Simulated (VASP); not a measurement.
# Co (P-3m1) in VASP: vibrations by perturbation theory with PBE

Aim: the vibrations by perturbation theory of Co with PBE.

All numbers are computed with VASP 6.6.1; they aren't measurements. Logs are shortened: lines on timing, memory, paths and dates and some standing lists are left out, and cuts for length are marked.

## Step 1: The cell of the first run

It takes space group P-3m1 (No. 164, trigonal). Conventional cell: a = 2.487 Å, b = 2.487 Å, c = 4.063 Å, α = 90.00°, β = 90.00°, γ = 120.00°. Within 3.2 Å of Co (site symmetry 3m) lie 12 Co at 2.42 to 2.55 Å.

## Step 2: Vibrations by perturbation theory, PBE, collinear spin, ferromagnetic start

The input, INCAR:

```
ALGO = Normal
EDIFF = 1E-8
ENCUT = 520
GGA = PE
IBRION = 8
ISIF = 2
ISMEAR = -1
ISPIN = 2
LASPH = True
LCHARG = False
LMAXMIX = 4
LORBIT = 11
LREAL = False
LWAVE = False
MAGMOM = 2 2
NELM = 150
NSW = 1
PREC = Accurate
SIGMA = 0.05
```

The input, KPOINTS:

```
k-points
0
Gamma
  10 10 6
```

The input, POSCAR:

```
Co
1.0
    2.4873648738      0.0000000000      0.0000000000
   -1.2436824369      2.1541211692      0.0000000000
    0.0000000000      0.0000000000      4.0632895034
Co
2
Direct
    0.3333333333      0.6666666667      0.7401390000
    0.6666666667      0.3333333333      0.2598610000
```

Potentials or basis: VASP PAW PBE potentials, release 64 (Co).

Command:

```bash
cat potpaw_PBE.64/Co/POTCAR > POTCAR
mpirun -np 1 vasp_std > vasp.out
```

OUTCAR:

```text
EDIFF = 1E-8
   ENCUT = 520
   GGA = PE
   IBRION = 8
   ISIF = 2
   ISMEAR = -1
   ISPIN = 2
   LASPH = True
   LORBIT = 11
   LREAL = False
   NELM = 150
   NSW = 1
   PREC = Accurate

 ion  position               nearest neighbor table
   1  0.333  0.667  0.740-   2 2.42   2 2.42   2 2.42   2 2.55   2 2.55   2 2.55
   2  0.667  0.333  0.260-   1 2.42   1 2.42   1 2.42   1 2.55   1 2.55   1 2.55

  LATTYP: Found a hexagonal cell.
 ALAT       =     2.4873648738
 C/A-ratio  =     1.6335719565

  Lattice vectors:

 A1 = (   2.4873648738,   0.0000000000,   0.0000000000)
 A2 = (  -1.2436824369,   2.1541211692,   0.0000000000)
 A3 = (   0.0000000000,   0.0000000000,   4.0632895034)

Analysis of symmetry for initial positions (statically):
=====================================================================
 Subroutine PRICEL returns:
 Original cell was already a primitive cell.

 Routine SETGRP: Setting up the symmetry group for a
 hexagonal supercell.

 Subroutine GETGRP returns: Found 12 space group operations
 (whereof 12 operations were pure point group operations)
 out of a pool of 24 trial point group operations.

The static configuration has the point symmetry D_3d.

Analysis of symmetry for dynamics (positions and initial velocities):
=====================================================================
 Subroutine PRICEL returns:
 Original cell was already a primitive cell.

 Routine SETGRP: Setting up the symmetry group for a
 hexagonal supercell.

 Subroutine GETGRP returns: Found 12 space group operations
 (whereof 12 operations were pure point group operations)
 out of a pool of 24 trial point group operations.

The dynamic configuration has the point symmetry D_3d.

Analysis of structural, dynamic, and magnetic symmetry:
=====================================================================
 Subroutine PRICEL returns:
 Original cell was already a primitive cell.

 Routine SETGRP: Setting up the symmetry group for a
 hexagonal supercell.

 Subroutine GETGRP returns: Found 12 space group operations
 (whereof 12 operations were pure point group operations)
 out of a pool of 24 trial point group operations.

The overall configuration has the point symmetry D_3d.

 Subroutine INISYM returns: Found 12 space group operations
 (whereof 12 operations are pure point group operations),
 and found     1 'primitive' translations

----------------------------------------------------------------------------------------

                                     Primitive cell

  volume of cell :      21.7715

  direct lattice vectors                    reciprocal lattice vectors
     2.487364874  0.000000000  0.000000000     0.402031889  0.232113220  0.000000000
    -1.243682437  2.154121169  0.000000000     0.000000000  0.464226439  0.000000000
     0.000000000  0.000000000  4.063289503     0.000000000  0.000000000  0.246106018

  length of vectors
     2.487364874  2.487364874  4.063289503     0.464226439  0.464226439  0.246106018

  position of ions in fractional coordinates (direct lattice)
     0.333333333  0.666666667  0.740139000
     0.666666667  0.333333333  0.259861000

  ion indices of the primitive-cell ions
   primitive index   ion index
                 1           1
                 2           2

----------------------------------------------------------------------------------------

 KPOINTS: k-points

Automatic generation of k-mesh.
 Grid dimensions read from file:
 generate k-points for:   10   10    6

 Generating k-lattice:
[... 129 lines left out ...]
      8       8.2797      1.00000
      9       8.2797      1.00000
     10       9.3447      1.00000
     11       9.3447      1.00000
     12      10.0542      0.95415
     13      16.3319      0.00000
     14      32.2803      0.00000
[... 403 lines left out ...]
      4       6.8190      1.00000
      5       7.5611      1.00000
      6       8.0101      1.00000
      7       8.7420      1.00000
      8       9.3338      1.00000
      9       9.5209      1.00000
     10       9.6508      0.99998
     11      11.3171      0.00000
     12      13.3599      0.00000
     13      18.7971      0.00000
     14      19.3073      0.00000
     15      24.5785      0.00000

 [... further k-points ...]

 spin component 2

 k-point     1 :       0.0000    0.0000    0.0000
  band No.  band energies     occupation
      1       1.3224      1.00000
      2       6.0144      1.00000
      3       9.1573      1.00000
      4       9.2748      1.00000
      5       9.2748      1.00000
      6       9.5800      1.00000
      7       9.5800      1.00000
      8      10.0273      0.97272
      9      10.1446      0.77332
     10      10.1446      0.77332
     11      11.2812      0.00000
     12      11.2812      0.00000
     13      17.3730      0.00000
     14      32.0043      0.00000
[... 416 lines left out ...]
 [... further k-points ...]
[... 5 lines left out ...]
  --------------------------------------------------------------------------------------
  -------------------------------------------------------------------------------------
  Total        0.1680779      0.1680779     -0.1378318      0.0000000      0.0000000      0.0000000
  in kB       12.3689764     12.3689764    -10.1431417      0.0000000      0.0000000      0.0000000
  external PRESSURE =       4.8649370 kB  Pullay stress =       0.0000000 kB

 VOLUME and BASIS-vectors are now :
 -----------------------------------------------------------------------------
  energy-cutoff  :      520.00
  volume of cell :       21.77
      direct lattice vectors                 reciprocal lattice vectors
     2.487364874  0.000000000  0.000000000     0.402031889  0.232113220  0.000000000
    -1.243682437  2.154121169  0.000000000     0.000000000  0.464226439  0.000000000
     0.000000000  0.000000000  4.063289503     0.000000000  0.000000000  0.246106018

 POSITION                                       TOTAL-FORCE (eV/Angst)
 -----------------------------------------------------------------------------------
     -0.00000      1.43608      3.00740        -0.000000      0.000000      0.470458
      1.24368      0.71804      1.05589         0.000000      0.000000     -0.470458
 -----------------------------------------------------------------------------------
    total drift:                                0.000000     -0.000000     -0.000000

  FREE ENERGIE OF THE ION-ELECTRON SYSTEM (eV)
  ---------------------------------------------------
  free  energy   TOTEN  =       -14.0617187530 eV

  energy  without entropy=      -14.0479531260  energy(sigma->0) =      -14.05483594

[... ionic steps 2 to 3 ...]

--------------------------------------- Ionic step        4  -------------------------------------------

------------------------ aborting loop because EDIFF is reached ----------------------------------------

[... ionic steps 5 to 5 ...]

--------------------------------------- Ionic step        6  -------------------------------------------

 Free energy of the ion-electron system (eV)
  ---------------------------------------------------
  ---------------------------------------------------
  free energy    TOTEN  =        -0.17657809 eV

  energy without entropy =       -0.17656723

------------------------ aborting loop because EDIFF is reached ----------------------------------------

 INTERNAL STRAIN TENSOR  FOR ION    1  DIRECTION 3   (eV/Angst):
 -----------------------------------------------------------------------------
    -1.78532  0.00000  0.00000
    -0.00000 -1.78532  0.00000
     0.00000  0.00000 -5.32992

 INTERNAL STRAIN TENSOR FOR ION    2 for displacements in x,y,z  (eV/Angst):
          X           Y           Z          XY          YZ          ZX
  --------------------------------------------------------------------------------
  x     0.00000     0.00000     0.00000     2.79459     0.00000     1.71247
  y     2.79459    -2.79459     0.00000     0.00000     1.58785     0.00000
  z     1.78532     1.78532     5.32992     0.00000    -0.00000     0.00000

 SECOND DERIVATIVES (NOT SYMMETRIZED)
 ------------------------------------
               1X          1Y          1Z          2X          2Y          2Z
  1X    -2.216544   -0.000000    0.000000    2.216544    0.000000    0.000000
  1Y    -0.000000   -2.216544    0.000000    0.000000    2.216544    0.000000
  1Z     0.000000    0.000000   -7.599561    0.000000    0.000000    7.599561
  2X     2.216544    0.000000    0.000000   -2.216544   -0.000000    0.000000
  2Y     0.000000    2.216544    0.000000   -0.000000   -2.216544    0.000000
  2Z     0.000000    0.000000    7.599561    0.000000    0.000000   -7.599561

 Eigenvectors and eigenvalues of the dynamical matrix
 ----------------------------------------------------

   1 f  =    7.939273 THz    49.883920 2PiTHz  264.825626 cm-1    32.834178 meV
             X         Y         Z           dx          dy          dz
     -0.000000  1.436081  3.007399     0.000000    0.000000   -0.707107
      1.243682  0.718040  1.055890     0.000000    0.000000    0.707107
[... 16 lines left out ...]
   5 f  =    0.000000 THz     0.000000 2PiTHz    0.000000 cm-1     0.000000 meV
             X         Y         Z           dx          dy          dz
     -0.000000  1.436081  3.007399     0.000000    0.000000    0.707107
      1.243682  0.718040  1.055890     0.000000    0.000000    0.707107

   6 f/i=    0.000000 THz     0.000000 2PiTHz    0.000001 cm-1     0.000000 meV
             X         Y         Z           dx          dy          dz
     -0.000000  1.436081  3.007399     0.270598    0.653281    0.000000
      1.243682  0.718040  1.055890     0.270598    0.653281    0.000000

--------------------------------------------------------------------------------------------------------

 ELASTIC MODULI CONTR FROM IONIC RELAXATION (kBar)
 Direction    XX          YY          ZZ          XY          YZ          ZX
 --------------------------------------------------------------------------------
 XX        -290.1524    228.4224    -92.1449      0.0000   -147.3242      0.0000
 YY         228.4224   -290.1524    -92.1449      0.0000    147.3242      0.0000
 ZZ         -92.1449    -92.1449   -275.0912      0.0000      0.0000      0.0000
 XY           0.0000      0.0000      0.0000   -259.2874     -0.0000   -158.8864
 YZ        -147.3242    147.3242      0.0000     -0.0000    -83.7080     -0.0000
 ZX           0.0000      0.0000      0.0000   -158.8864     -0.0000    -97.3626
 --------------------------------------------------------------------------------

 total charge

# of ion       s       p       d       tot
------------------------------------------
    1        0.490   0.523   7.259   8.272
    2        0.490   0.523   7.259   8.272
--------------------------------------------------
tot          0.981   1.046  14.517  16.544

 magnetization (x)

# of ion       s       p       d       tot
------------------------------------------
    1       -0.013  -0.052   1.744   1.678
    2       -0.013  -0.052   1.744   1.678
--------------------------------------------------
tot         -0.026  -0.104   3.487   3.357
```

It took 3 min on 1 thread of Intel Xeon 6975P-C (Granite Rapids), shared host; peak memory 0.43 GiB.

What came out:

| Item | Value |
| --- | --- |
| Net moment | 3.32 μB per cell |
| Site moments | Co +1.68 μB |
| Valence electrons inside the program's atomic spheres | Co 8.27 |
| Highest phonon frequency at Γ | 265 cm⁻¹ |

Phonon frequencies in cm⁻¹ (negative: imaginary):
```csv
q point,frequencies
"(0.000, 0.000, 0.000)",0 0 0 143 143 265
```
